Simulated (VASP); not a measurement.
# La3Zr (Fm-3m) in VASP: single point with PBE

Aim: the single point of La3Zr with PBE.

All numbers are computed with VASP 6.6.1; they aren't measurements. Logs are shortened: lines on timing, memory, paths and dates and some standing lists are left out, and cuts for length are marked.

## Step 1: The cell of the first run

The structure is cubic, space group Fm-3m (No. 225). Conventional cell: a = 8.034 Å, b = 8.034 Å, c = 8.034 Å, α = 90.00°, β = 90.00°, γ = 90.00°. La (site symmetry -43m) has 10 La at 3.48 to 4.02 Å and 4 Zr at 3.48 Å within 4.6 Å. La (site symmetry m-3m) has 8 La at 3.48 Å and 6 Zr at 4.02 Å within 4.6 Å. Zr (site symmetry m-3m) has 14 La at 3.48 to 4.02 Å within 4.6 Å.

The cell was generated, and may not be a known phase.

## Step 2: Single point, PBE, collinear spin

File INCAR:

```
PREC = Accurate
ENCUT = 520
EDIFF = 1E-6
ISMEAR = 0
SIGMA = 0.1
LREAL = F
LASPH = T
NELM = 150
ALGO = Normal
ISIF = 2
LWAVE = F
LCHARG = F
ISPIN = 2
MAGMOM = 0 0 0 0.44
LORBIT = 11
LMAXMIX = 6
GGA = PE
NBANDS = 34
```

File KPOINTS:

```
Automatic mesh
0
Gamma
  10 10 10
```

File POSCAR:

```
La3Zr
1.0
    0.0000000000      4.0171018125      4.0171018125
    4.0171018125      0.0000000000      4.0171018125
    4.0171018125      4.0171018125      0.0000000000
La Zr
3 1
Direct
    0.2500000000      0.2500000000      0.2500000000
    0.7500000000      0.7500000000      0.7500000000
    0.5000000000      0.5000000000      0.5000000000
    0.0000000000      0.0000000000      0.0000000000
```

Potentials or basis: VASP PAW PBE potentials, release 64 (La, Zr_sv).

Run with:

```
$ cat potpaw_PBE.64/La/POTCAR potpaw_PBE.64/Zr_sv/POTCAR > POTCAR
$ mpirun -np 1 vasp_std > vasp.out
```

OUTCAR:

```text
PREC = Accurate
   ENCUT = 520
   EDIFF = 1E-6
   ISMEAR = 0
   LREAL = F
   LASPH = T
   NELM = 150
   ISIF = 2
   ISPIN = 2
   LORBIT = 11
   GGA = PE

 ion  position               nearest neighbor table
   1  0.250  0.250  0.250-   4 3.48   4 3.48   4 3.48   3 3.48   4 3.48   3 3.48   3 3.48   3 3.48

   2  0.750  0.750  0.750-   3 3.48   3 3.48   3 3.48   3 3.48   4 3.48   4 3.48   4 3.48   4 3.48

   3  0.500  0.500  0.500-   1 3.48   1 3.48   1 3.48   1 3.48   2 3.48   2 3.48   2 3.48   2 3.48

   4  0.000  0.000  0.000-   2 3.48   2 3.48   2 3.48   1 3.48   2 3.48   1 3.48   1 3.48   1 3.48

  LATTYP: Found a face centered cubic cell.
 ALAT       =     8.0342036250

  Lattice vectors:

 A1 = (   0.0000000000,   4.0171018125,   4.0171018125)
 A2 = (   4.0171018125,   0.0000000000,   4.0171018125)
 A3 = (   4.0171018125,   4.0171018125,   0.0000000000)

Analysis of symmetry for initial positions (statically):
=====================================================================
 Subroutine PRICEL returns:
 Original cell was already a primitive cell.

 Routine SETGRP: Setting up the symmetry group for a
 face centered cubic supercell.

 Subroutine GETGRP returns: Found 48 space group operations
 (whereof 48 operations were pure point group operations)
 out of a pool of 48 trial point group operations.

The static configuration has the point symmetry O_h .

Analysis of symmetry for dynamics (positions and initial velocities):
=====================================================================
 Subroutine PRICEL returns:
 Original cell was already a primitive cell.

 Routine SETGRP: Setting up the symmetry group for a
 face centered cubic supercell.

 Subroutine GETGRP returns: Found 48 space group operations
 (whereof 48 operations were pure point group operations)
 out of a pool of 48 trial point group operations.

The dynamic configuration has the point symmetry O_h .

Analysis of structural, dynamic, and magnetic symmetry:
=====================================================================
 Subroutine PRICEL returns:
 Original cell was already a primitive cell.

 Routine SETGRP: Setting up the symmetry group for a
 face centered cubic supercell.

 Subroutine GETGRP returns: Found 48 space group operations
 (whereof 48 operations were pure point group operations)
 out of a pool of 48 trial point group operations.

The overall configuration has the point symmetry O_h .

 Subroutine INISYM returns: Found 48 space group operations
 (whereof 48 operations are pure point group operations),
 and found     1 'primitive' translations

----------------------------------------------------------------------------------------

                                     Primitive cell

  volume of cell :     129.6488

  direct lattice vectors                    reciprocal lattice vectors
     0.000000000  4.017101812  4.017101812    -0.124467844  0.124467844  0.124467844
     4.017101812  0.000000000  4.017101812     0.124467844 -0.124467844  0.124467844
     4.017101812  4.017101812  0.000000000     0.124467844  0.124467844 -0.124467844

  length of vectors
     5.681039865  5.681039865  5.681039865     0.215584629  0.215584629  0.215584629

  position of ions in fractional coordinates (direct lattice)
     0.250000000  0.250000000  0.250000000
     0.750000000  0.750000000  0.750000000
     0.500000000  0.500000000  0.500000000
     0.000000000  0.000000000  0.000000000

  ion indices of the primitive-cell ions
   primitive index   ion index
                 1           1
                 2           2
                 3           3
                 4           4

----------------------------------------------------------------------------------------

 KPOINTS: Automatic mesh

Automatic generation of k-mesh.
 Grid dimensions read from file:
 generate k-points for:   10   10   10

 Generating k-lattice:

  Cartesian coordinates                     Fractional coordinates (reciprocal lattice)
    -0.012446784  0.012446784  0.012446784     0.100000000  0.000000000  0.000000000
     0.012446784 -0.012446784  0.012446784     0.000000000  0.100000000  0.000000000
     0.012446784  0.012446784 -0.012446784     0.000000000  0.000000000  0.100000000

  Length of vectors
     0.021558463  0.021558463  0.021558463

  Shift w.r.t. Gamma in fractional coordinates (k-lattice)
     0.000000000  0.000000000  0.000000000

 Subroutine IBZKPT returns following result:
 ===========================================

 Found     47 irreducible k-points:

 Following reciprocal coordinates:
            Coordinates               Weight
  0.000000  0.000000  0.000000      1.000000
  0.100000  0.000000  0.000000      8.000000
  0.200000  0.000000  0.000000      8.000000
  0.300000  0.000000  0.000000      8.000000
  0.400000  0.000000  0.000000      8.000000
  0.500000  0.000000  0.000000      4.000000
[... 16 lines left out ...]
  0.300000  0.300000  0.000000      6.000000
  0.400000  0.300000  0.000000     24.000000
 [... further k-points ...]
   k-points           NKPTS =     47   k-points in BZ     NKDIM =     47   number of bands    NBANDS=     34
   number of dos      NEDOS =    301   number of ions     NIONS =      4
   total plane-waves  NPLWV =  74088
   dimension x,y,z NGX =    42 NGY =   42 NGZ =   42
   dimension x,y,z NGXF=    84 NGYF=   84 NGZF=   84
   ions per type =               3   1
   NGX,Y,Z   is equivalent  to a cutoff of  12.29, 12.29, 12.29 a.u.
   NGXF,Y,Z  is equivalent  to a cutoff of  24.58, 24.58, 24.58 a.u.
 SYSTEM =  unknown system
   PREC   = accura    normal or accurate (medium, high low for compatibility)
   ISTART =      0    job   : 0-new  1-cont  2-samecut
   ICHARG =      2    charge: 1-file 2-atom 10-const
   ISPIN  =      2    spin polarized calculation?
   LNONCOLLINEAR =      F non collinear calculations
   LSORBIT =      F    spin-orbit coupling
   LASPH  =      T    aspherical Exc in radial PAW
   ENCUT  =  520.0 eV  38.22 Ry    6.18 a.u.  10.56 10.56 10.56*2*pi/ulx,y,z
   NELM   =    150;   NELMIN=  2; NELMDL= -5     # of ELM steps
   EDIFF  = 0.1E-05   stopping-criterion for ELM
   LREAL  =      F    real-space projection
   EDIFFG = 0.1E-04   stopping-criterion for IOM
   NSW    =      0    number of steps for IOM
   IBRION =     -1    ionic relax: 0-MD 1-quasi-New 2-CG
   NFREE  =      0    steps in history (QN), initial steepest desc. (CG)
   ISIF   =      2    stress and relaxation
   ISYM   =      2    0-nonsym 1-usesym 2-fastsym
   POTIM  = 0.5000    time-step for ionic-motion
   TEBEG  =    0.0;   TEEND  =   0.0 temperature during run
   PSTRESS=    0.0 pullay stress
   NELECT =      45.0000    total number of electrons
   NUPDOWN=      -1.0000    fix difference up-down
   EMIN   =  10.00;   EMAX   =-10.00  energy-range for DOS
   EFERMI =   0.00;   METHOD = LEGACY
   ISMEAR =     0;   SIGMA  =   0.10  broadening in eV -4-tet -1-fermi 0-gaus
   EFERMI_NEDOS =   21; number of points for ismear=-14 and -15
   IALGO  =     38    algorithm
   IMIX   =      4    mixing-type and parameters
     AMIX     =   0.40;   BMIX     =  1.00
     AMIX_MAG =   1.60;   BMIX_MAG =  1.00
  volume/ion in A,a.u.               =      32.41       218.73
  Fermi-wavevector in a.u.,A,eV,Ry     =   1.150508  2.174144 18.009593  1.323668
  Thomas-Fermi vector in A             =   2.287171
   LORBIT       =     11    0 simple, 1 ext, 2 COOP (PROOUT), +10 PAW based schemes
   GGA     = PE    functional components
   LHFCALC =     F    Hartree Fock is set to
   AEXX    =    0.0000 exact exchange contribution
   IVDW    =     0    specifies the selected vdW correction
   LEPSILON=     F    determine dielectric tensor
   LRPA    =     F    only Hartree local field effects (RPA)
 spin polarized calculation
 Gauss-broadening in eV      SIGMA  =   0.10
  energy-cutoff  :      520.00
  volume of cell :      129.65
 maximum number of plane-waves:      3517
   NGX = 21   NGY = 21   NGZ = 21

 number of electron      45.0000005 magnetization      -0.0120940

 number of electron      45.0000005 magnetization       0.0048664

 Free energy of the ion-electron system (eV)
  ---------------------------------------------------
  ext. energy  EPLUGINS =         0.00000000
  ---------------------------------------------------
  free energy    TOTEN  =       -22.21018477 eV

  energy without entropy =      -22.16246140  energy(sigma->0) =      -22.18632309

 E-fermi :   8.3082     XC(G=0): -10.0069

 val. band max:        8.3080303404   @ k =  -0.4000   0.4000   0.2000
 cond. band min:       8.3084095827   @ k =   0.0000   0.0000   0.0000
 fundamental gap:      0.0003792423
 Fermi energy:         8.3082280935

 spin component 1

 k-point     1 :       0.0000    0.0000    0.0000
  band No.  band energies     occupation
      1     -40.5934      1.00000
      2     -24.3842      1.00000
      3     -23.9600      1.00000
      4     -23.9198      1.00000
      5     -18.6136      1.00000
      6     -18.6136      1.00000
[... 26 lines left out ...]
     33      10.3480      0.00000
     34      10.4264      0.00000
[... 820 lines left out ...]
      4     -23.9857      1.00000
      5     -18.6150      1.00000
      6     -18.6147      1.00000
[... 26 lines left out ...]
     33      10.3340      0.00000
     34      10.4602      0.00000

 [... further k-points ...]

 spin component 2

 k-point     1 :       0.0000    0.0000    0.0000
  band No.  band energies     occupation
      1     -40.5924      1.00000
      2     -24.3841      1.00000
      3     -23.9598      1.00000
      4     -23.9196      1.00000
      5     -18.6124      1.00000
      6     -18.6124      1.00000
[... 26 lines left out ...]
     33      10.3479      0.00000
     34      10.4264      0.00000
[... 820 lines left out ...]
      4     -23.9855      1.00000
      5     -18.6138      1.00000
      6     -18.6135      1.00000
[... 26 lines left out ...]
     33      10.3341      0.00000
     34      10.4600      0.00000

 [... further k-points ...]
[... 5 lines left out ...]
  --------------------------------------------------------------------------------------
  -------------------------------------------------------------------------------------
  Total       -0.0125714     -0.0125714     -0.0125714     -0.0000000     -0.0000000      0.0000000
  in kB       -0.1553557     -0.1553557     -0.1553557     -0.0000000     -0.0000000      0.0000000
  external PRESSURE =      -0.1553557 kB  Pullay stress =       0.0000000 kB

 VOLUME and BASIS-vectors are now :
 -----------------------------------------------------------------------------
  energy-cutoff  :      520.00
  volume of cell :      129.65
      direct lattice vectors                 reciprocal lattice vectors
     0.000000000  4.017101812  4.017101812    -0.124467844  0.124467844  0.124467844
     4.017101812  0.000000000  4.017101812     0.124467844 -0.124467844  0.124467844
     4.017101812  4.017101812  0.000000000     0.124467844  0.124467844 -0.124467844

 POSITION                                       TOTAL-FORCE (eV/Angst)
 -----------------------------------------------------------------------------------
      2.00855      2.00855      2.00855        -0.000000     -0.000000      0.000000
      6.02565      6.02565      6.02565         0.000000     -0.000000     -0.000000
      4.01710      4.01710      4.01710        -0.000000      0.000000      0.000000
      0.00000      0.00000      0.00000        -0.000000      0.000000      0.000000
 -----------------------------------------------------------------------------------
    total drift:                               -0.000000     -0.000000      0.000000

  FREE ENERGIE OF THE ION-ELECTRON SYSTEM (eV)
  ---------------------------------------------------
  free  energy   TOTEN  =       -22.2101847681 eV

  energy  without entropy=      -22.1624614041  energy(sigma->0) =      -22.18632309

 total charge

# of ion       s       p       d       f       tot
--------------------------------------------------
    1        2.067   5.537   0.969   0.096   8.668
    2        2.067   5.537   0.969   0.096   8.668
    3        2.061   5.563   0.934   0.102   8.659
    4        2.220   5.924   1.596   0.000   9.739
--------------------------------------------------
tot          8.414  22.561   4.467   0.294  35.735

 magnetization (x)

# of ion       s       p       d       f       tot
--------------------------------------------------
    1        0.000   0.000   0.000   0.000   0.000
    2        0.000   0.000   0.000   0.000   0.000
    3       -0.000   0.000  -0.000   0.000   0.000
    4        0.000   0.000   0.002   0.000   0.002
--------------------------------------------------
tot          0.000   0.000   0.003   0.000   0.003
```

It took 36 min on 1 thread of Intel Xeon 8259CL, shared host; peak memory 0.55 GiB.

What came out:

```
Free energy                                           : -22.2102 eV
Pressure                                              : 0.0 GPa
Net moment                                            : 0.00 μB per cell
Valence electrons inside the program's atomic spheres : La 8.67, 8.66 (each value once); Zr 9.74
```

Caveat: spin-orbit coupling is left out, which moves the levels of the heavy elements.
